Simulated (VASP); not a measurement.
# SnO in VASP: single point with PBE+D3(BJ)

Aim: the single point of SnO with PBE+D3(BJ).

Everything below comes from runs of VASP 6.6.1. Logs are shortened: lines on timing, memory, paths and dates and some standing lists are left out, and cuts for length are marked.

## Step 1: The cell of the first run

The cell holds a slab with vacuum, 8 atoms: a = 3.820 Å, b = 3.820 Å, c = 22.226 Å, α = 90.00°, β = 90.00°, γ = 90.00°.

## Step 2: Single point, PBE+D3(BJ) (layers slid over each other)

Input file INCAR:

```
PREC = Accurate
ENCUT = 520
EDIFF = 1E-6
ISMEAR = 0
SIGMA = 0.05
LREAL = F
LASPH = T
NELM = 120
ALGO = Normal
ISIF = 2
LWAVE = F
LCHARG = T
LDIPOL = T
IDIPOL = 3
DIPOL = 0.5 0.5 0.408
GGA = PE
IVDW = 12
LELF = T
LVHAR = T
LVACPOTAV = T
NBANDS = 50
GGA_COMPAT = F
NELMDL = -8
```

Input file KPOINTS:

```
Automatic mesh
0
Gamma
  7 7 1
```

Input file POSCAR:

```
SnO
1.0
    3.8201630995      0.0000000000      0.0000000000
    0.0000000000      3.8201630995      0.0000000000
    0.0000000000      0.0000000000     22.2260821294
Sn O
4 4
Direct
    0.7500000000      0.2500000000      0.2024648327
    0.2500000000      0.7500000000      0.3087832136
    0.5000000000      1.2500000000      0.5067488278
    0.0000000000      1.7500000000      0.6130672086
    0.2500000000      0.2500000000      0.2556240231
    0.7500000000      0.7500000000      0.2556240231
    0.0000000000      1.2500000000      0.5599080182
    0.5000000000      1.7500000000      0.5599080182
```

Potentials or basis: VASP PAW PBE potentials, release 64 (Sn_d, O).

Launch:

```bash
$ cat potpaw_PBE.64/Sn_d/POTCAR potpaw_PBE.64/O/POTCAR > POTCAR
$ mpirun -np 1 vasp_std > vasp.out
```

OUTCAR:

```text
PREC = Accurate
   ENCUT = 520
   EDIFF = 1E-6
   ISMEAR = 0
   LREAL = F
   LASPH = T
   NELM = 120
   ISIF = 2
   GGA = PE
   IVDW = 12
   NELMDL = -8
 IVDW          = 12

 ion  position               nearest neighbor table
   1  0.750  0.250  0.202-   5 2.25   6 2.25   6 2.25   5 2.25   2 3.59   2 3.59   2 3.59   2 3.59

   2  0.250  0.750  0.309-   5 2.25   6 2.25   5 2.25   6 2.25   1 3.59   1 3.59   1 3.59   1 3.59

   3  0.500  0.250  0.507-   7 2.25   8 2.25   8 2.25   7 2.25   4 3.59   4 3.59   4 3.59   4 3.59

   4  0.000  0.750  0.613-   7 2.25   8 2.25   7 2.25   8 2.25   3 3.59   3 3.59   3 3.59   3 3.59

   5  0.250  0.250  0.256-   1 2.25   1 2.25   2 2.25   2 2.25
   6  0.750  0.750  0.256-   1 2.25   1 2.25   2 2.25   2 2.25
   7  0.000  0.250  0.560-   3 2.25   3 2.25   4 2.25   4 2.25
   8  0.500  0.750  0.560-   3 2.25   3 2.25   4 2.25   4 2.25

  LATTYP: Found a simple tetragonal cell.
 ALAT       =     3.8201630995
 C/A-ratio  =     5.8180976965

  Lattice vectors:

 A1 = (   3.8201630995,   0.0000000000,   0.0000000000)
 A2 = (   0.0000000000,   3.8201630995,   0.0000000000)
 A3 = (   0.0000000000,   0.0000000000,  22.2260821294)

Analysis of symmetry for initial positions (statically):
=====================================================================
 Subroutine PRICEL returns:
 Original cell was already a primitive cell.

 Routine SETGRP: Setting up the symmetry group for a
 simple tetragonal supercell.

 Subroutine GETGRP returns: Found  4 space group operations
 (whereof  1 operations were pure point group operations)
 out of a pool of 16 trial point group operations.

The static configuration has the point symmetry C_1 .
 The point group associated with its full space group is C_2h.

Analysis of symmetry for dynamics (positions and initial velocities):
=====================================================================
 Subroutine PRICEL returns:
 Original cell was already a primitive cell.

 Routine SETGRP: Setting up the symmetry group for a
 simple tetragonal supercell.

 Subroutine GETGRP returns: Found  4 space group operations
 (whereof  1 operations were pure point group operations)
 out of a pool of 16 trial point group operations.

The dynamic configuration has the point symmetry C_1 .
 The point group associated with its full space group is C_2h.

 Subroutine INISYM returns: Found  4 space group operations
 (whereof  1 operations are pure point group operations),
[... 107 lines left out ...]
   POTIM  = 0.5000    time-step for ionic-motion
   TEBEG  =    0.0;   TEEND  =   0.0 temperature during run
   PSTRESS=    0.0 pullay stress
   NELECT =      80.0000    total number of electrons
   NUPDOWN=      -1.0000    fix difference up-down
   EMIN   =  10.00;   EMAX   =-10.00  energy-range for DOS
   EFERMI =   0.00;   METHOD = LEGACY
   ISMEAR =     0;   SIGMA  =   0.05  broadening in eV -4-tet -1-fermi 0-gaus
   EFERMI_NEDOS =   21; number of points for ismear=-14 and -15
   IALGO  =     38    algorithm
   IMIX   =      4    mixing-type and parameters
     AMIX     =   0.40;   BMIX     =  1.00
     AMIX_MAG =   1.60;   BMIX_MAG =  1.00
  volume/ion in A,a.u.               =      40.54       273.61
  Fermi-wavevector in a.u.,A,eV,Ry     =   1.026666  1.940118 14.341131  1.054043
  Thomas-Fermi vector in A             =   2.160571
   LORBIT       =      0    0 simple, 1 ext, 2 COOP (PROOUT), +10 PAW based schemes
   GGA     = PE    functional components
   LHFCALC =     F    Hartree Fock is set to
   AEXX    =    0.0000 exact exchange contribution
   IVDW    =    12    specifies the selected vdW correction
   LEPSILON=     F    determine dielectric tensor
   LRPA    =     F    only Hartree local field effects (RPA)
 non-spin polarized calculation
 Gauss-broadening in eV      SIGMA  =   0.05
  energy-cutoff  :      520.00
  volume of cell :      324.36
 maximum number of plane-waves:      8769
   NGX = 15   NGY = 15   NGZ = 83

 dipolmoment           0.000000      0.000000      0.000000 electrons x Angstroem

 number of electron      79.9999970 magnetization

 dipolmoment           0.000000      0.000000     -0.000000 electrons x Angstroem

 Free energy of the ion-electron system (eV)
  ---------------------------------------------------
  ext. energy  EPLUGINS =         0.00000000
  ---------------------------------------------------
  free energy    TOTEN  =       -45.18108787 eV

  energy without entropy =      -45.18108787  energy(sigma->0) =      -45.18108787

 E-fermi :   0.0327     XC(G=0):  -5.3460

 val. band max:       -0.2693200102   @ k =   0.1429   0.1429   0.0000
 cond. band min:       2.3279686999   @ k =   0.0000   0.0000   0.0000
 fundamental gap:      2.5972887101
 Fermi energy:         0.0326638712

 k-point     1 :       0.0000    0.0000    0.0000
  band No.  band energies     occupation
      1     -21.0580      2.00000
      2     -21.0579      2.00000
      3     -20.6973      2.00000
      4     -20.6973      2.00000
      5     -20.6593      2.00000
      6     -20.6593      2.00000
[... 837 lines left out ...]
     49       6.0616      0.00000
     50       6.3038      0.00000

------------------------ aborting loop because EDIFF is reached ----------------------------------------

 Edisp (eV)   -1.22276

 E8    (eV) :    -0.5407

  FORCE on cell =-STRESS in cart. coord.  units (eV):
  Direction    XX          YY          ZZ          XY          YZ          ZX
  --------------------------------------------------------------------------------------
  -------------------------------------------------------------------------------------
  Total       0.13749     0.15898    -0.22827     0.00000     0.00000     0.08360
  in kB       0.67915     0.78529    -1.12754     0.00000     0.00000     0.41297
  external pressure =        0.11 kB  Pullay stress =        0.00 kB

 VOLUME and BASIS-vectors are now :
 -----------------------------------------------------------------------------
  energy-cutoff  :      520.00
  volume of cell :      324.36
      direct lattice vectors                 reciprocal lattice vectors
     3.820163100  0.000000000  0.000000000     0.261768928  0.000000000  0.000000000
     0.000000000  3.820163100  0.000000000     0.000000000  0.261768928  0.000000000
     0.000000000  0.000000000 22.226082129     0.000000000  0.000000000  0.044992185

 POSITION                                       TOTAL-FORCE (eV/Angst)
 -----------------------------------------------------------------------------------
      2.86512      0.95504      4.50000        -0.001653     -0.000000     -0.082982
      0.95504      2.86512      6.86304        -0.005268      0.000000      0.164146
      1.91008      0.95504     11.26304         0.005268      0.000000     -0.164146
      0.00000      2.86512     13.62608         0.001653      0.000000      0.082982
      0.95504      0.95504      5.68152         0.003400     -0.000000      0.007822
      2.86512      2.86512      5.68152        -0.009981      0.000000      0.007909
      0.00000      0.95504     12.44456         0.009981      0.000000     -0.007909
      1.91008      2.86512     12.44456        -0.003400      0.000000     -0.007822
 -----------------------------------------------------------------------------------
    total drift:                                0.000000      0.000000     -0.000004

  FREE ENERGIE OF THE ION-ELECTRON SYSTEM (eV)
  ---------------------------------------------------
  free  energy   TOTEN  =       -46.4038462316 eV

  energy  without entropy=      -46.4038462316  energy(sigma->0) =      -46.40384623

 vacuum level on the upper side and lower side of the slab         4.925         4.925
```

stdout:

```text
POSCAR found type information on POSCAR SnO
 POSCAR found :  2 types and       8 ions
 scaLAPACK will be used
 LDA part: xc-table for (Slater+PW92), standard interpolation
 POSCAR, INCAR and KPOINTS ok, starting setup
 FFT: planning ... GRIDC
 FFT: planning ... GRID_SOFT
 FFT: planning ... GRID
 WAVECAR not read
 entering main loop
 -----------------------------------------------------------------------------
|                                                                             |
|           W    W    AA    RRRRR   N    N  II  N    N   GGGG   !!!           |
|           W    W   A  A   R    R  NN   N  II  NN   N  G    G  !!!           |
|           W    W  A    A  R    R  N N  N  II  N N  N  G       !!!           |
|           W WW W  AAAAAA  RRRRR   N  N N  II  N  N N  G  GGG   !            |
|           WW  WW  A    A  R   R   N   NN  II  N   NN  G    G                |
|           W    W  A    A  R    R  N    N  II  N    N   GGGG   !!!           |
|                                                                             |
|     Did not find any points to average over, which means that no vacuum     |
|     field-free region was found. Please increase the size of  your cell     |
|     in the dimension of the dipole correction to obtain accurate            |
|     workfunction values.                                                    |
|                                                                             |
 -----------------------------------------------------------------------------
```

Wall time 5.8 min (1 thread of Oxide Virtual Turin-like, shared host); peak memory 0.41 GiB.

Results:

* Free energy: -46.4038 eV
* Largest force: 0.164 eV/Å
* Band gap on the k mesh: 2.60 eV (least direct gap 2.62 eV)
* Dispersion energy per atom: -0.153 eV

Forces in eV/Å, atoms in the order of the input:
```
Sn  -0.002  0.000 -0.083
Sn  -0.005  0.000  0.164
Sn   0.005  0.000 -0.164
Sn   0.002  0.000  0.083
O    0.003  0.000  0.008
O   -0.010  0.000  0.008
O    0.010  0.000 -0.008
O   -0.003  0.000 -0.008
```

Caveat: the cell differs from its parent crystal (layers slid over each other); spin-orbit coupling is left out, which moves the levels of the heavy elements.
